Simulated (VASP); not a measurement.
# Ni (Fm-3m) in VASP: notebook

Ni is run at these levels: PBEsol; tasks: single point.

All numbers are computed with VASP 6.6.1; they aren't measurements. Logs are shortened: lines on timing, memory, paths and dates and some standing lists are left out, and cuts for length are marked.

### Step 1. The cell of the first run

Symmetry: Fm-3m, No. 225, cubic system. Conventional cell: a = 3.462 Å, b = 3.462 Å, c = 3.462 Å, α = 90.00°, β = 90.00°, γ = 90.00°. Ni (site symmetry m-3m) has 12 Ni at 2.45 Å within 3.2 Å.

### Step 2. Single point, PBEsol, collinear spin, ferromagnetic start

INCAR reads:

```
PREC     = Accurate       # precision mode
ENCUT    = 520            # plane-wave cutoff, eV
EDIFF    = 1E-7           # SCF threshold, eV
ISMEAR   = -1             # smearing method
SIGMA    = 0.05           # smearing width, eV
LREAL    = F              # projectors in reciprocal space
LASPH    = T              # aspherical terms in the spheres
NELM     = 150            # most SCF steps
ALGO     = Normal         # electronic algorithm
ISIF     = 2              # what is computed and relaxed
LWAVE    = F              # write WAVECAR
LCHARG   = F              # write CHGCAR
ISPIN    = 2              # spin polarisation
MAGMOM   = 1 1            # initial moments
LORBIT   = 11             # projections on sites
LMAXMIX  = 4              # l up to which the mixer works
GGA      = PS             # functional
NBANDS   = 21             # bands
```

KPOINTS reads:

```
Automatic mesh
0
Gamma
  15 11 15
```

POSCAR reads:

```
Ni
1.0
   -1.7312125197      1.7312125197      0.0000000000
    0.0000000000      0.0000000000      3.4624250394
    1.7312125197      1.7312125197      0.0000000000
Ni
2
Direct
    0.0000000000      0.0000000000      0.0000000000
    0.5000000000      0.5000000000      0.5000000000
```

Potentials or basis: VASP PAW PBE potentials, release 64 (Ni).

Launch:

```console
cat potpaw_PBE.64/Ni/POTCAR > POTCAR
mpirun -np 1 vasp_std > vasp.out
```

OUTCAR:

```text
PREC = Accurate
   ENCUT = 520
   EDIFF = 1E-7
   ISMEAR = -1
   LREAL = F
   LASPH = T
   NELM = 150
   ISIF = 2
   ISPIN = 2
   LORBIT = 11
   GGA = PS

 ion  position               nearest neighbor table
   1  0.000  0.000  0.000-   2 2.45   2 2.45   2 2.45   2 2.45   2 2.45   2 2.45   2 2.45   2 2.45

   2  0.500  0.500  0.500-   1 2.45   1 2.45   1 2.45   1 2.45   1 2.45   1 2.45   1 2.45   1 2.45

  LATTYP: Found a simple tetragonal cell.
 ALAT       =     2.4483042247
 C/A-ratio  =     1.4142135624

  Lattice vectors:

 A1 = (   1.7312125197,  -1.7312125197,   0.0000000000)
 A2 = (   1.7312125197,   1.7312125197,   0.0000000000)
 A3 = (   0.0000000000,   0.0000000000,   3.4624250394)

Analysis of symmetry for initial positions (statically):
=====================================================================
 Subroutine PRICEL returns following result:

  LATTYP: Found a face centered cubic cell.
 ALAT       =     3.4624250394

  Lattice vectors:

 A1 = (   1.7312125197,   0.0000000000,   1.7312125197)
 A2 = (   1.7312125197,   1.7312125197,   0.0000000000)
 A3 = (   0.0000000000,   1.7312125197,   1.7312125197)

   2 primitive cells build up your supercell.

 Routine SETGRP: Setting up the symmetry group for a
 simple tetragonal supercell.

 Subroutine GETGRP returns: Found 16 space group operations
 (whereof 16 operations were pure point group operations)
 out of a pool of 16 trial point group operations.

The static configuration has the point symmetry D_4h.

Analysis of symmetry for dynamics (positions and initial velocities):
=====================================================================
 Subroutine PRICEL returns following result:

  LATTYP: Found a face centered cubic cell.
 ALAT       =     3.4624250394

  Lattice vectors:

 A1 = (   1.7312125197,   0.0000000000,   1.7312125197)
 A2 = (   1.7312125197,   1.7312125197,   0.0000000000)
 A3 = (   0.0000000000,   1.7312125197,   1.7312125197)

   2 primitive cells build up your supercell.

 Routine SETGRP: Setting up the symmetry group for a
 simple tetragonal supercell.

 Subroutine GETGRP returns: Found 16 space group operations
 (whereof 16 operations were pure point group operations)
 out of a pool of 16 trial point group operations.

The dynamic configuration has the point symmetry D_4h.

Analysis of structural, dynamic, and magnetic symmetry:
=====================================================================
 Subroutine PRICEL returns following result:

  LATTYP: Found a face centered cubic cell.
 ALAT       =     3.4624250394

  Lattice vectors:

 A1 = (   1.7312125197,   0.0000000000,   1.7312125197)
 A2 = (   1.7312125197,   1.7312125197,   0.0000000000)
 A3 = (   0.0000000000,   1.7312125197,   1.7312125197)

   2 primitive cells build up your supercell.

 Routine SETGRP: Setting up the symmetry group for a
 simple tetragonal supercell.

 Subroutine GETGRP returns: Found 16 space group operations
 (whereof 16 operations were pure point group operations)
 out of a pool of 16 trial point group operations.

The overall configuration has the point symmetry D_4h.

 Subroutine INISYM returns: Found 16 space group operations
 (whereof 16 operations are pure point group operations),
 and found     2 'primitive' translations

----------------------------------------------------------------------------------------

                                     Primitive cell

  volume of cell :      10.3772

  direct lattice vectors                    reciprocal lattice vectors
     1.731212520  0.000000000  1.731212520     0.288814917 -0.288814917  0.288814917
     1.731212520  1.731212520  0.000000000     0.288814917  0.288814917 -0.288814917
     0.000000000  1.731212520  1.731212520    -0.288814917  0.288814917  0.288814917

  length of vectors
     2.448304225  2.448304225  2.448304225     0.500242110  0.500242110  0.500242110

  position of ions in fractional coordinates (direct lattice)
     0.000000000  0.000000000  0.000000000

  ion indices of the primitive-cell ions
   primitive index   ion index
                 1           1

----------------------------------------------------------------------------------------

 KPOINTS: Automatic mesh

Automatic generation of k-mesh.
 Grid dimensions read from file:
 generate k-points for:   15   11   15

 Generating k-lattice:

  Cartesian coordinates                     Fractional coordinates (reciprocal lattice)
    -0.019254328  0.019254328  0.000000000     0.066666667  0.000000000  0.000000000
     0.000000000  0.000000000  0.026255902     0.000000000  0.090909091  0.000000000
     0.019254328  0.019254328  0.000000000     0.000000000  0.000000000  0.066666667

  Length of vectors
     0.027229731  0.026255902  0.027229731

  Shift w.r.t. Gamma in fractional coordinates (k-lattice)
     0.000000000  0.000000000  0.000000000

 Subroutine IBZKPT returns following result:
 ===========================================

 Found    216 irreducible k-points:

 Following reciprocal coordinates:
            Coordinates               Weight
  0.000000  0.000000  0.000000      1.000000
  0.066667  0.000000  0.000000      4.000000
  0.133333  0.000000  0.000000      4.000000
  0.200000  0.000000  0.000000      4.000000
  0.266667  0.000000  0.000000      4.000000
  0.333333  0.000000  0.000000      4.000000
[... 16 lines left out ...]
  0.400000  0.181818  0.000000      8.000000
  0.466667  0.181818  0.000000      8.000000
 [... further k-points ...]
   k-points           NKPTS =    216   k-points in BZ     NKDIM =    216   number of bands    NBANDS=     21
   number of dos      NEDOS =    301   number of ions     NIONS =      2
   total plane-waves  NPLWV =   9072
   dimension x,y,z NGX =    18 NGY =   28 NGZ =   18
   dimension x,y,z NGXF=    36 NGYF=   56 NGZF=   36
   ions per type =               2
   NGX,Y,Z   is equivalent  to a cutoff of  12.22, 13.44, 12.22 a.u.
   NGXF,Y,Z  is equivalent  to a cutoff of  24.44, 26.89, 24.44 a.u.
 SYSTEM =  unknown system
   PREC   = accura    normal or accurate (medium, high low for compatibility)
   ISTART =      0    job   : 0-new  1-cont  2-samecut
   ICHARG =      2    charge: 1-file 2-atom 10-const
   ISPIN  =      2    spin polarized calculation?
   LNONCOLLINEAR =      F non collinear calculations
   LSORBIT =      F    spin-orbit coupling
   LASPH  =      T    aspherical Exc in radial PAW
   ENCUT  =  520.0 eV  38.22 Ry    6.18 a.u.   4.55  6.44  4.55*2*pi/ulx,y,z
   NELM   =    150;   NELMIN=  2; NELMDL= -5     # of ELM steps
   EDIFF  = 0.1E-06   stopping-criterion for ELM
   LREAL  =      F    real-space projection
   EDIFFG = 0.1E-05   stopping-criterion for IOM
   NSW    =      0    number of steps for IOM
   IBRION =     -1    ionic relax: 0-MD 1-quasi-New 2-CG
   NFREE  =      0    steps in history (QN), initial steepest desc. (CG)
   ISIF   =      2    stress and relaxation
   ISYM   =      2    0-nonsym 1-usesym 2-fastsym
   POTIM  = 0.5000    time-step for ionic-motion
   TEBEG  =    0.0;   TEEND  =   0.0 temperature during run
   PSTRESS=    0.0 pullay stress
   NELECT =      20.0000    total number of electrons
   NUPDOWN=      -1.0000    fix difference up-down
   EMIN   =  10.00;   EMAX   =-10.00  energy-range for DOS
   EFERMI =   0.00;   METHOD = LEGACY
   ISMEAR =    -1;   SIGMA  =   0.05  broadening in eV -4-tet -1-fermi 0-gaus
   EFERMI_NEDOS =   21; number of points for ismear=-14 and -15
   IALGO  =     38    algorithm
   IMIX   =      4    mixing-type and parameters
     AMIX     =   0.40;   BMIX     =  1.00
     AMIX_MAG =   1.60;   BMIX_MAG =  1.00
  volume/ion in A,a.u.               =      10.38        70.03
  Fermi-wavevector in a.u.,A,eV,Ry     =   1.617016  3.055718 35.575729  2.614742
  Thomas-Fermi vector in A             =   2.711509
   LORBIT       =     11    0 simple, 1 ext, 2 COOP (PROOUT), +10 PAW based schemes
   GGA     = PS    functional components
   LHFCALC =     F    Hartree Fock is set to
   AEXX    =    0.0000 exact exchange contribution
   IVDW    =     0    specifies the selected vdW correction
   LEPSILON=     F    determine dielectric tensor
   LRPA    =     F    only Hartree local field effects (RPA)
 spin polarized calculation
  energy-cutoff  :      520.00
  volume of cell :       20.75
 maximum number of plane-waves:       582
   NGX =  9   NGY = 13   NGZ =  9

 number of electron      20.0000014 magnetization       1.2420353

 Free energy of the ion-electron system (eV)
  ---------------------------------------------------
  ext. energy  EPLUGINS =         0.00000000
  ---------------------------------------------------
  free energy    TOTEN  =       -12.28543321 eV

  energy without entropy =      -12.25830916  energy(sigma->0) =      -12.27187118

 E-fermi :   9.8695     XC(G=0): -13.7184

 val. band max:        9.8679418826   @ k =   0.4000   0.3636   0.1333
 cond. band min:       9.8700432391   @ k =   0.4000   0.0909   0.4000
 fundamental gap:      0.0021013566
 Fermi energy:         9.8695108688

 spin component 1

 k-point     1 :       0.0000    0.0000    0.0000
  band No.  band energies     occupation
      1       0.4774      1.00000
      2       4.9149      1.00000
      3       5.4169      1.00000
      4       7.3219      1.00000
      5       7.3252      1.00000
      6       7.3252      1.00000
[... 550 lines left out ...]
      5       7.1831      1.00000
      6       7.2261      1.00000
[... 13 lines left out ...]
     20      34.8158      0.00000
     21      41.2222      0.00000

 [... further k-points ...]

 spin component 2

 k-point     1 :       0.0000    0.0000    0.0000
  band No.  band energies     occupation
      1       0.4693      1.00000
      2       5.2757      1.00000
      3       6.0065      1.00000
      4       8.0389      1.00000
      5       8.0389      1.00000
      6       8.0424      1.00000
[... 550 lines left out ...]
      5       7.7663      1.00000
      6       7.7942      1.00000
[... 13 lines left out ...]
     20      34.9141      0.00000
     21      41.2992      0.00000

 [... further k-points ...]
[... 5 lines left out ...]
  --------------------------------------------------------------------------------------
  -------------------------------------------------------------------------------------
  Total        0.0228983      0.0228983      0.0065614      0.0000000     -0.0000000      0.0000000
  in kB        1.7676722      1.7676722      0.5065219      0.0000000     -0.0000000      0.0000000
  external PRESSURE =       1.3472888 kB  Pullay stress =       0.0000000 kB

 VOLUME and BASIS-vectors are now :
 -----------------------------------------------------------------------------
  energy-cutoff  :      520.00
  volume of cell :       20.75
      direct lattice vectors                 reciprocal lattice vectors
    -1.731212520  1.731212520  0.000000000    -0.288814917  0.288814917  0.000000000
     0.000000000  0.000000000  3.462425039     0.000000000  0.000000000  0.288814917
     1.731212520  1.731212520  0.000000000     0.288814917  0.288814917  0.000000000

 POSITION                                       TOTAL-FORCE (eV/Angst)
 -----------------------------------------------------------------------------------
      0.00000      0.00000      0.00000        -0.000000     -0.000000      0.000000
      0.00000      1.73121      1.73121         0.000000      0.000000      0.000000
 -----------------------------------------------------------------------------------
    total drift:                               -0.000000      0.000000     -0.000000

  FREE ENERGIE OF THE ION-ELECTRON SYSTEM (eV)
  ---------------------------------------------------
  free  energy   TOTEN  =       -12.2854332081 eV

  energy  without entropy=      -12.2583091560  energy(sigma->0) =      -12.27187118

 total charge

# of ion       s       p       d       tot
------------------------------------------
    1        0.522   0.547   8.334   9.402
    2        0.522   0.547   8.334   9.402
--------------------------------------------------
tot          1.043   1.093  16.668  18.804

 magnetization (x)

# of ion       s       p       d       tot
------------------------------------------
    1       -0.006  -0.024   0.657   0.627
    2       -0.006  -0.024   0.657   0.627
--------------------------------------------------
tot         -0.012  -0.048   1.313   1.253
```

Wall time 2.5 min (1 thread of Intel Xeon 6975P-C, shared host); peak memory 0.24 GiB.

Results:

| Item | Value |
| --- | --- |
| Free energy | -12.2854 eV |
| Pressure | 0.1 GPa |
| Net moment | 1.24 μB per cell |
| Site moments | Ni +0.63 μB |
| Valence electrons inside the program's atomic spheres | Ni 9.40 |

Stress tensor (GPa, compression positive):
```
0.18 0.00 0.00
0.00 0.18 0.00
0.00 0.00 0.05
```

Caveat: the PAW data sets were made with another functional, which shifts forces and pressure a little.

(Part 1 of 2 ends here.)
